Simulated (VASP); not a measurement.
Here is a VASP 6.6.1 calculation.

POSCAR

```
Si3Sn
1.0
    4.0376389110      0.0000000000      0.0000000000
    0.0000000000      4.0376389110      0.0000000000
    0.0000000000      0.0000000000      5.7486205295
Si Sn
3 1
Direct
    0.5000000000      0.0000000000      0.7746010627
    0.5000000000      0.5000000000      0.0000000000
    0.0000000000      0.5000000000      0.2253989373
    0.0000000000      0.0000000000      0.5000000000
```

INCAR.step1

```
SYSTEM = Si3Sn
PREC = Accurate
ENCUT = 400
EDIFF = 1E-5
ISMEAR = 1
SIGMA = 0.5
LREAL = .FALSE.
LASPH = .TRUE.
NELM = 120
ALGO = Normal
ISIF = 2
LWAVE = .TRUE.
LCHARG = .FALSE.
GGA = PE
NBANDS = 21
GGA_COMPAT = .FALSE.
```

The input INCAR.step2:

```
SYSTEM = Si3Sn
PREC = Accurate
ENCUT = 400
EDIFF = 1E-6
ISMEAR = 1
SIGMA = 0.5
LREAL = .FALSE.
LASPH = .TRUE.
NELM = 120
ALGO = Normal
ISIF = 2
LWAVE = .FALSE.
LCHARG = .FALSE.
GGA = PE
LHFCALC = .TRUE.
HFSCREEN = 0.2079
PRECFOCK = Normal
ISTART = 1
NBANDS = 21
GGA_COMPAT = .FALSE.
```

Contents of KPOINTS:

```
regular mesh
0
G
  4 4 2
  0 0 0
```

Potentials or basis: VASP PAW PBE potentials, release 64 (Si, Sn_d).

Launch:

```bash
$ cat potpaw_PBE.64/Si/POTCAR potpaw_PBE.64/Sn_d/POTCAR > POTCAR
$ cp INCAR.step1 INCAR
$ mpirun -np 1 vasp_std > vasp.out
$ cp INCAR.step2 INCAR
$ mpirun -np 1 vasp_std > vasp.out
```

Problem. What does it give for the largest force?

Solution. 0.032 eV/Å.

Problem. Predict the band gap on the k mesh.

Solution. 0.76 eV (least direct gap 1.06 eV).

Problem. Estimate the pressure.

Solution. -0.5 GPa.

Stress tensor (GPa, compression positive):
```
-0.14  0.00  0.00
 0.00 -0.14  0.00
 0.00  0.00 -1.12
```

Caveat: the k points lie up to 0.55 Å⁻¹ apart; the PAW data sets were made with another functional, which shifts forces and pressure a little; spin-orbit coupling is left out, which moves the levels of the heavy elements. A k mesh can miss the band edges.
